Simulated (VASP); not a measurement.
## PbO (CsCl type): single point with r2SCAN

Crystal: PbO (CsCl type).

```
Pb O
1.0
     2.89388    0.00000    0.00000
     0.00000    2.89388    0.00000
     0.00000    0.00000    2.89388
Pb O
1 1
Direct
  0.00000 0.00000 0.00000
  0.50000 0.50000 0.50000
```

This cell differs from its parent crystal: volume scaled by 0.754, to set the pressure.

```yaml
Program: VASP 6.6.1
Task: single point
Functional: r2SCAN
Potentials_or_basis: VASP PAW PBE potentials, release 64 (Pb_d, O)
Cutoff: 520 eV
k_mesh: 13 × 13 × 13
Occupations: fermi-dirac, width 0.08 eV
Spin: no spin polarisation
```

- Pressure: 59.2 GPa
- Band gap on the k mesh: 0.46 eV, indirect (least direct gap 1.05 eV)

Levels at points of the mesh, in eV from the valence-band top:
```
           k point  band 7  band 8  band 9  band 10  band 11  band 12  band 13  band 14
(0.00, 0.00, 0.00)   -8.80   -3.62   -3.62    -3.62    11.21    11.21    11.52    11.52
```

Wall time 39 s on 1 thread of Intel(R) Xeon(R) 6975P-C (Granite Rapids), with other jobs on the host, peak memory 0.16 GiB.

Caveat: the cell differs from its parent crystal (volume scaled by 0.754, to set the pressure); the PAW data sets were made with another functional, which shifts forces and pressure a little; spin-orbit coupling is left out, which moves the levels of the heavy elements. A k mesh can miss the band edges.
